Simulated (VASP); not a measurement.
Wanted: the native input for a VASP 6.6.1 run.

| Property | Result |
| --- | --- |
| Task | single point |
| Functional | r2SCAN |
| Potentials or basis | VASP PAW PBE potentials, release 64 (Al, In_d, N) |
| Cutoff | 520 eV |
| k mesh | 6 × 6 × 6 |
| Occupations | gaussian, width 0.02 eV |
| Spin | no spin polarisation |
| Dipole correction | no |
| Further INCAR settings | ALGO = Normal; EDIFF = 1e-07; NBANDS = 56 |

Crystal: AlIn2N3.

```
Al In N
1.0
     4.95036   -2.84868    0.00000
     4.95036    2.84868    0.00000
     0.00000    0.00000    5.55486
Al In N
2 4 6
Direct
  0.34073 0.65927 0.98984
  0.65927 0.34073 0.48984
  0.98644 0.33649 0.99435
  0.66351 0.01356 0.99435
  0.01356 0.66351 0.49435
  0.33649 0.98644 0.49435
  0.97108 0.33205 0.38120
  0.66795 0.02892 0.38120
  0.02892 0.66795 0.88120
  0.33205 0.97108 0.88120
  0.36848 0.63152 0.33106
  0.63152 0.36848 0.83106
```

This cell differs from its parent crystal: biaxial strain in the a-b plane: -3.0 %, then relaxed in part.

These files were run (other wordings do the same):

POSCAR

```
AlIn2N3
1.0
    4.9503615536     -2.8486761422      0.0000000000
    4.9503615536      2.8486761422      0.0000000000
    0.0000000000      0.0000000000      5.5548571168
Al In N
2 4 6
Direct
    0.3407250360      0.6592749640      0.9898438043
    0.6592749640      0.3407250360      0.4898438043
    0.9864437898      0.3364909133      0.9943454575
    0.6635090867      0.0135562102      0.9943454575
    0.0135562102      0.6635090867      0.4943454575
    0.3364909133      0.9864437898      0.4943454575
    0.9710781983      0.3320534317      0.3812032585
    0.6679465683      0.0289218017      0.3812032585
    0.0289218017      0.6679465683      0.8812032585
    0.3320534317      0.9710781983      0.8812032585
    0.3684834564      0.6315165436      0.3310587636
    0.6315165436      0.3684834564      0.8310587636
```

INCAR.step1

```
PREC = Accurate
ENCUT = 520
ISMEAR = 0
SIGMA = 0.02
LREAL = F
LASPH = T
NELM = 60
NBANDS = 56
GGA = PE
ALGO = Normal
EDIFF = 1E-4
LWAVE = T
LCHARG = F
```

INCAR.step2

```
PREC = Accurate
ENCUT = 520
EDIFF = 1E-7
ISMEAR = 0
SIGMA = 0.02
LREAL = F
LASPH = T
NELM = 60
ALGO = Normal
ISIF = 2
LWAVE = F
LCHARG = F
METAGGA = R2SCAN
LMIXTAU = T
NBANDS = 56
ISTART = 1
```

KPOINTS

```
regular mesh
0
Gamma
  6 6 6
```

Potentials or basis: VASP PAW PBE potentials, release 64 (Al, In_d, N).

Command:

```console
$ cat potpaw_PBE.64/Al/POTCAR potpaw_PBE.64/In_d/POTCAR potpaw_PBE.64/N/POTCAR > POTCAR
$ cp INCAR.step1 INCAR
$ mpirun -np 1 vasp_std > vasp.out
$ cp INCAR.step2 INCAR
$ mpirun -np 1 vasp_std > vasp.out
```

Results of the run:

| Quantity | Value |
| --- | --- |
| Pressure | 7.5 GPa |
| Largest force | 0.055 eV/Å |
| Band gap on the k mesh | 1.38 eV |

Caveat: the cell differs from its parent crystal (biaxial strain in the a-b plane: -3.0 %, then relaxed in part); the stress differs along the axes, from 0 to 11 GPa; the PAW data sets were made with another functional, which shifts forces and pressure a little; spin-orbit coupling is left out, which moves the levels of the heavy elements.

Run time: 35 min on 1 thread of Oxide Virtual Turin-like Processor, on a shared host, peak memory 0.48 GiB.
